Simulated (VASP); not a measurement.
# SiO2 (I-42d) in VASP: notebook

The runs below take SiO2 through single point, with LDA, PBEsol, PBE, r2SCAN.

Program: VASP 6.6.1. These are calculated values, not measurements. Logs are shortened: lines on timing, memory, paths and dates and some standing lists are left out, and cuts for length are marked.

### Step 1. The cell of the first run

The structure is tetragonal, space group I-42d (No. 122). The conventional cell has a = 4.924 Å, b = 4.924 Å, c = 7.287 Å, α = 90.00°, β = 90.00°, γ = 90.00°. Si (site symmetry -4) has 4 O at 1.61 Å within 2.1 Å. O (site symmetry 2) has 2 Si at 1.61 Å within 2.1 Å.

### Step 2. Single point, LDA

INCAR

```
PREC = Accurate ; ENCUT = 600
EDIFF = 1E-6 ; ISMEAR = 0
SIGMA = 0.02 ; LREAL = F
LASPH = T ; NELM = 120
ALGO = Normal ; ISIF = 2
LWAVE = F ; LCHARG = T
LELF = T ; LVHAR = T
NBANDS = 25 ; GGA_COMPAT = F
```

KPOINTS

```
Automatic mesh
0
Gamma
  8 8 8
```

POSCAR

```
SiO2
1.0
   -2.4621612476      2.4621612476      3.6436921944
    2.4621612476     -2.4621612476      3.6436921944
    2.4621612476      2.4621612476     -3.6436921944
Si O
2 4
Direct
    0.0000000000      0.0000000000      0.0000000000
    0.7500000000      0.2500000000      0.5000000000
    0.9743669432      0.6250000000      0.8493669432
    0.3750000000      0.2243669432      0.3493669432
    0.7756330568      0.1250000000      0.1506330568
    0.8750000000      0.0256330568      0.6506330568
```

Potentials or basis: VASP PAW LDA potentials, release 64 (Si, O).

Started as:

```sh
$ cat potpaw_LDA.64/Si/POTCAR potpaw_LDA.64/O/POTCAR > POTCAR
$ mpirun -np 1 vasp_std > vasp.out
```

OUTCAR:

```text
PREC = Accurate
   ENCUT = 600
   EDIFF = 1E-6
   ISMEAR = 0
   LREAL = F
   LASPH = T
   NELM = 120
   ISIF = 2

 ion  position               nearest neighbor table
   1  0.000  0.000  0.000-   3 1.61   4 1.61   5 1.61   6 1.61   2 3.06   2 3.06   2 3.06   2 3.06

   2  0.750  0.250  0.500-   3 1.61   4 1.61   5 1.61   6 1.61   1 3.06   1 3.06   1 3.06   1 3.06

   3  0.974  0.625  0.849-   1 1.61   2 1.61
   4  0.375  0.224  0.349-   1 1.61   2 1.61
   5  0.776  0.125  0.151-   1 1.61   2 1.61
   6  0.875  0.026  0.651-   1 1.61   2 1.61

  LATTYP: Found a body centered tetragonal cell.
 ALAT       =     4.9243224952
 C/A-ratio  =     1.4798755353

  Lattice vectors:

 A1 = (  -2.4621612476,   2.4621612476,   3.6436921944)
 A2 = (   2.4621612476,  -2.4621612476,   3.6436921944)
 A3 = (   2.4621612476,   2.4621612476,  -3.6436921944)

Analysis of symmetry for initial positions (statically):
=====================================================================
 Subroutine PRICEL returns:
 Original cell was already a primitive cell.

 Routine SETGRP: Setting up the symmetry group for a
 body centered tetragonal supercell.

 Subroutine GETGRP returns: Found  8 space group operations
 (whereof  4 operations were pure point group operations)
 out of a pool of 16 trial point group operations.

The static configuration has the point symmetry S_4 .
 The point group associated with its full space group is D_2d.

Analysis of symmetry for dynamics (positions and initial velocities):
=====================================================================
 Subroutine PRICEL returns:
 Original cell was already a primitive cell.

 Routine SETGRP: Setting up the symmetry group for a
 body centered tetragonal supercell.

 Subroutine GETGRP returns: Found  8 space group operations
 (whereof  4 operations were pure point group operations)
 out of a pool of 16 trial point group operations.

The dynamic configuration has the point symmetry S_4 .
 The point group associated with its full space group is D_2d.

 Subroutine INISYM returns: Found  8 space group operations
 (whereof  4 operations are pure point group operations),
 and found     1 'primitive' translations

----------------------------------------------------------------------------------------

                                     Primitive cell

  volume of cell :      88.3557

  direct lattice vectors                    reciprocal lattice vectors
    -2.462161248  2.462161248  3.643692194     0.000000000  0.203073621  0.137223446
     2.462161248 -2.462161248  3.643692194     0.203073621  0.000000000  0.137223446
     2.462161248  2.462161248 -3.643692194     0.203073621  0.203073621  0.000000000

  length of vectors
     5.039937383  5.039937383  5.039937383     0.245090126  0.245090126  0.287189469

  position of ions in fractional coordinates (direct lattice)
     0.000000000  0.000000000  0.000000000
     0.750000000  0.250000000  0.500000000
     0.974366943  0.625000000  0.849366943
     0.375000000  0.224366943  0.349366943
     0.775633057  0.125000000  0.150633057
     0.875000000  0.025633057  0.650633057

  ion indices of the primitive-cell ions
   primitive index   ion index
                 1           1
                 2           2
                 3           3
                 4           4
                 5           5
                 6           6

----------------------------------------------------------------------------------------

 KPOINTS: Automatic mesh

Automatic generation of k-mesh.
 Grid dimensions read from file:
 generate k-points for:    8    8    8

 Generating k-lattice:

  Cartesian coordinates                     Fractional coordinates (reciprocal lattice)
     0.000000000  0.025384203  0.017152931     0.125000000  0.000000000  0.000000000
     0.025384203  0.000000000  0.017152931     0.000000000  0.125000000  0.000000000
     0.025384203  0.025384203  0.000000000     0.000000000  0.000000000  0.125000000

  Length of vectors
     0.030636266  0.030636266  0.035898684

  Shift w.r.t. Gamma in fractional coordinates (k-lattice)
     0.000000000  0.000000000  0.000000000

 Subroutine IBZKPT returns following result:
 ===========================================

 Found     59 irreducible k-points:

 Following reciprocal coordinates:
            Coordinates               Weight
  0.000000  0.000000  0.000000      1.000000
  0.125000  0.000000  0.000000      8.000000
  0.250000  0.000000  0.000000      8.000000
  0.375000  0.000000  0.000000      8.000000
  0.500000  0.000000  0.000000      4.000000
  0.125000  0.125000  0.000000      8.000000
[... 16 lines left out ...]
  0.250000  0.125000  0.125000     16.000000
  0.375000  0.125000  0.125000      8.000000
 [... further k-points ...]
   k-points           NKPTS =     59   k-points in BZ     NKDIM =     59   number of bands    NBANDS=     25
   number of dos      NEDOS =    301   number of ions     NIONS =      6
   total plane-waves  NPLWV =  64000
   dimension x,y,z NGX =    40 NGY =   40 NGZ =   40
   dimension x,y,z NGXF=    80 NGYF=   80 NGZF=   80
   ions per type =               2   4
   NGX,Y,Z   is equivalent  to a cutoff of  13.19, 13.19, 13.19 a.u.
   NGXF,Y,Z  is equivalent  to a cutoff of  26.39, 26.39, 26.39 a.u.
 SYSTEM =  unknown system
   PREC   = accura    normal or accurate (medium, high low for compatibility)
   ISTART =      0    job   : 0-new  1-cont  2-samecut
   ICHARG =      2    charge: 1-file 2-atom 10-const
   ISPIN  =      1    spin polarized calculation?
   LNONCOLLINEAR =      F non collinear calculations
   LSORBIT =      F    spin-orbit coupling
   LASPH  =      T    aspherical Exc in radial PAW
   ENCUT  =  600.0 eV  44.10 Ry    6.64 a.u.  10.07 10.07 10.07*2*pi/ulx,y,z
   NELM   =    120;   NELMIN=  2; NELMDL= -5     # of ELM steps
   EDIFF  = 0.1E-05   stopping-criterion for ELM
   LREAL  =      F    real-space projection
   EDIFFG = 0.1E-04   stopping-criterion for IOM
   NSW    =      0    number of steps for IOM
   IBRION =     -1    ionic relax: 0-MD 1-quasi-New 2-CG
   NFREE  =      0    steps in history (QN), initial steepest desc. (CG)
   ISIF   =      2    stress and relaxation
   ISYM   =      2    0-nonsym 1-usesym 2-fastsym
   POTIM  = 0.5000    time-step for ionic-motion
   TEBEG  =    0.0;   TEEND  =   0.0 temperature during run
   PSTRESS=    0.0 pullay stress
   NELECT =      32.0000    total number of electrons
   NUPDOWN=      -1.0000    fix difference up-down
   EMIN   =  10.00;   EMAX   =-10.00  energy-range for DOS
   EFERMI =   0.00;   METHOD = LEGACY
   ISMEAR =     0;   SIGMA  =   0.02  broadening in eV -4-tet -1-fermi 0-gaus
   EFERMI_NEDOS =   21; number of points for ismear=-14 and -15
   IALGO  =     38    algorithm
   IMIX   =      4    mixing-type and parameters
     AMIX     =   0.40;   BMIX     =  1.00
     AMIX_MAG =   1.60;   BMIX_MAG =  1.00
  volume/ion in A,a.u.               =      14.73        99.38
  Fermi-wavevector in a.u.,A,eV,Ry     =   1.166935  2.205187 18.527555  1.361737
  Thomas-Fermi vector in A             =   2.303442
   LORBIT       =      0    0 simple, 1 ext, 2 COOP (PROOUT), +10 PAW based schemes
   GGA     = CA    functional components
   LHFCALC =     F    Hartree Fock is set to
   AEXX    =    0.0000 exact exchange contribution
   IVDW    =     0    specifies the selected vdW correction
   LEPSILON=     F    determine dielectric tensor
   LRPA    =     F    only Hartree local field effects (RPA)
 non-spin polarized calculation
 Gauss-broadening in eV      SIGMA  =   0.02
  energy-cutoff  :      600.00
  volume of cell :       88.36
 maximum number of plane-waves:      2978
   NGX = 21   NGY = 21   NGZ = 21

 number of electron      32.0000010 magnetization

 Free energy of the ion-electron system (eV)
  ---------------------------------------------------
  ext. energy  EPLUGINS =         0.00000000
  ---------------------------------------------------
  free energy    TOTEN  =       -51.89343170 eV

  energy without entropy =      -51.89343170  energy(sigma->0) =      -51.89343170

 E-fermi :  -0.4608     XC(G=0):  -8.8114

 val. band max:       -0.5945980791   @ k =   0.0000   0.0000   0.0000
 cond. band min:       5.1718994943   @ k =   0.0000   0.0000   0.0000
 fundamental gap:      5.7664975734
 Fermi energy:        -0.4607732166

 k-point     1 :       0.0000    0.0000    0.0000
  band No.  band energies     occupation
      1     -19.6095      2.00000
      2     -17.4236      2.00000
      3     -17.4236      2.00000
      4     -17.3613      2.00000
      5      -9.8570      2.00000
      6      -6.1836      2.00000
[... 17 lines left out ...]
     24      12.1930      0.00000
     25      12.9112      0.00000

 k-point     2 :       0.1250    0.0000    0.0000
  band No.  band energies     occupation
      1     -19.5604      2.00000
      2     -17.4978      2.00000
      3     -17.4269      2.00000
      4     -17.3785      2.00000
      5      -9.7300      2.00000
      6      -6.2137      2.00000
[... 17 lines left out ...]
     24      12.1384      0.00000
     25      12.8181      0.00000

 k-point     3 :       0.2500    0.0000    0.0000
  band No.  band energies     occupation
      1     -19.4240      2.00000
      2     -17.7207      2.00000
      3     -17.4342      2.00000
      4     -17.3915      2.00000
      5      -9.4018      2.00000
      6      -6.3417      2.00000
[... 17 lines left out ...]
     24      12.2655      0.00000
     25      12.6194      0.00000

 k-point     4 :       0.3750    0.0000    0.0000
  band No.  band energies     occupation
      1     -19.2460      2.00000
      2     -17.9849      2.00000
      3     -17.4402      2.00000
      4     -17.4016      2.00000
      5      -9.0254      2.00000
      6      -6.5282      2.00000
[... 17 lines left out ...]
     24      12.0575      0.00000
     25      13.1344      0.00000
[... 477 lines left out ...]
 k-point    22 :       0.1250    0.1250    0.1250
  band No.  band energies     occupation
      1     -19.2995      2.00000
      2     -17.9029      2.00000
      3     -17.4432      2.00000
      4     -17.3990      2.00000
      5      -9.1243      2.00000
      6      -6.6705      2.00000
[... 17 lines left out ...]
     24      11.9834      0.00000
     25      12.5059      0.00000

 k-point    23 :       0.2500    0.1250    0.1250
  band No.  band energies     occupation
      1     -19.1181      2.00000
      2     -18.1454      2.00000
      3     -17.4496      2.00000
      4     -17.4115      2.00000
      5      -8.7496      2.00000
      6      -6.9262      2.00000
[... 17 lines left out ...]
     24      12.0704      0.00000
     25      12.6311      0.00000

 k-point    24 :       0.3750    0.1250    0.1250
  band No.  band energies     occupation
      1     -19.0107      2.00000
      2     -18.2779      2.00000
      3     -17.4514      2.00000
      4     -17.4172      2.00000
      5      -8.5516      2.00000
      6      -7.0745      2.00000
[... 17 lines left out ...]
     24      12.3809      0.00000
     25      12.8460      0.00000

 [... further k-points ...]
[... 5 lines left out ...]
  --------------------------------------------------------------------------------------
  -------------------------------------------------------------------------------------
  Total        0.1678116      0.1678116      0.1698880      0.0000000      0.0000000      0.0000000
  in kB        3.0429710      3.0429710      3.0806236      0.0000000      0.0000000      0.0000000
  external PRESSURE =       3.0555219 kB  Pullay stress =       0.0000000 kB

 VOLUME and BASIS-vectors are now :
 -----------------------------------------------------------------------------
  energy-cutoff  :      600.00
  volume of cell :       88.36
      direct lattice vectors                 reciprocal lattice vectors
    -2.462161248  2.462161248  3.643692194     0.000000000  0.203073621  0.137223446
     2.462161248 -2.462161248  3.643692194     0.203073621  0.000000000  0.137223446
     2.462161248  2.462161248 -3.643692194     0.203073621  0.203073621  0.000000000

 POSITION                                       TOTAL-FORCE (eV/Angst)
 -----------------------------------------------------------------------------------
      0.00000      0.00000      0.00000         0.000000     -0.000000      0.000000
      0.00000      2.46216      1.82185         0.000000     -0.000000     -0.000000
      1.23108      2.95148      2.73277         0.000000      0.023041     -0.000000
      0.48931      1.23108      0.91092         0.023041     -0.000000     -0.000000
     -1.23108      1.97285      2.73277         0.000000     -0.023041      0.000000
     -0.48931      3.69324      0.91092        -0.023041     -0.000000      0.000000
 -----------------------------------------------------------------------------------
    total drift:                                0.000001      0.000001     -0.000000

  FREE ENERGIE OF THE ION-ELECTRON SYSTEM (eV)
  ---------------------------------------------------
  free  energy   TOTEN  =       -51.8934316952 eV

  energy  without entropy=      -51.8934316952  energy(sigma->0) =      -51.89343170
```

It took 1.8 min on 1 thread of AMD EPYC 7R13 (Zen 3), shared host; peak memory 0.23 GiB.

What came out:

| Quantity | Value |
| --- | --- |
| Free energy | -51.8934 eV |
| Pressure | 0.3 GPa |
| Largest force | 0.023 eV/Å |
| Band gap on the k mesh | 5.77 eV |

Forces on the atoms (eV/Å):
```
Si   0.000  0.000  0.000
Si   0.000  0.000  0.000
O    0.000  0.023  0.000
O    0.023  0.000  0.000
O    0.000 -0.023  0.000
O   -0.023  0.000  0.000
```

Levels at points of the mesh, in eV from the valence-band top:
```csv
k point,band 12,band 13,band 14,band 15,band 16,band 17,band 18,band 19,band 20,band 21
"(0.00, 0.00, 0.00)",-1.63,-1.57,-0.70,0.00,0.00,5.77,8.60,10.57,10.57,10.71
"(0.50, 0.00, 0.00)",-1.65,-1.52,-0.79,-0.48,-0.15,8.16,8.74,9.50,10.08,10.70
"(0.50, 0.50, 0.00)",-2.12,-0.99,-0.99,-0.33,-0.33,8.97,8.97,10.09,10.09,11.00
"(0.50, 0.50, 0.50)",-2.13,-1.50,-1.50,-0.32,-0.32,8.73,8.73,10.03,10.03,11.65
```

### Step 3. Single point, LDA

This run uses another cell than the first one, of 14.70 Å³/atom.

INCAR

```
PREC     = Accurate       # precision mode
ENCUT    = 600            # plane-wave cutoff, eV
EDIFF    = 1E-6           # SCF threshold, eV
ISMEAR   = 0              # smearing method
SIGMA    = 0.02           # smearing width, eV
LREAL    = F              # projectors in reciprocal space
LASPH    = T              # aspherical terms in the spheres
NELM     = 120            # most SCF steps
ALGO     = Normal         # electronic algorithm
ISIF     = 2              # what is computed and relaxed
LWAVE    = F              # write WAVECAR
LCHARG   = T              # write CHGCAR
LELF     = T              # ELF
LVHAR    = T            
NBANDS   = 25             # bands
GGA_COMPAT= F
```

KPOINTS is that of step 2.

POSCAR

```
SiO2
1.0
   -2.4608521854      2.4608521854      3.6401137441
    2.4608521854     -2.4608521854      3.6401137441
    2.4608521854      2.4608521854     -3.6401137441
Si O
2 4
Direct
    0.0000000000      0.0000000000      0.0000000000
    0.7500000000      0.2500000000      0.5000000000
    0.9752208821      0.6250000000      0.8502208821
    0.3750000000      0.2252208821      0.3502208821
    0.7747791179      0.1250000000      0.1497791179
    0.8750000000      0.0247791179      0.6497791179
```

Potentials or basis: VASP PAW LDA potentials, release 64 (Si, O).

Started as:

```sh
$ cat potpaw_LDA.64/Si/POTCAR potpaw_LDA.64/O/POTCAR > POTCAR
$ mpirun -np 1 vasp_std > vasp.out
```

It took 1.8 min on 1 thread of AMD EPYC 7R13 (Zen 3), shared host; peak memory 0.23 GiB.

The run converged. Its results:

```yaml
Free_energy: -51.8930 eV
Pressure: 0.3 GPa
Largest_force: 0.018 eV/Å
Band_gap_on_the_k_mesh: 5.77 eV
```

Forces in eV/Å, atoms in the order of the input:
```
Si   0.000  0.000  0.000
Si   0.000  0.000  0.000
O    0.000  0.018  0.000
O    0.018  0.000  0.000
O    0.000 -0.018  0.000
O   -0.018  0.000  0.000
```

Levels at points of the mesh, in eV from the valence-band top:
```csv
k point,band 13,band 14,band 15,band 16,band 17,band 18,band 19,band 20
"(0.00, 0.00, 0.00)",-1.56,-0.71,0.00,0.00,5.77,8.60,10.61,10.61
"(0.50, 0.00, 0.00)",-1.51,-0.78,-0.47,-0.15,8.17,8.76,9.52,10.09
"(0.50, 0.50, 0.00)",-0.98,-0.98,-0.32,-0.32,8.99,8.99,10.09,10.09
"(0.50, 0.50, 0.50)",-1.50,-1.50,-0.31,-0.31,8.74,8.74,10.02,10.02
```

[end of part 1 of 3]
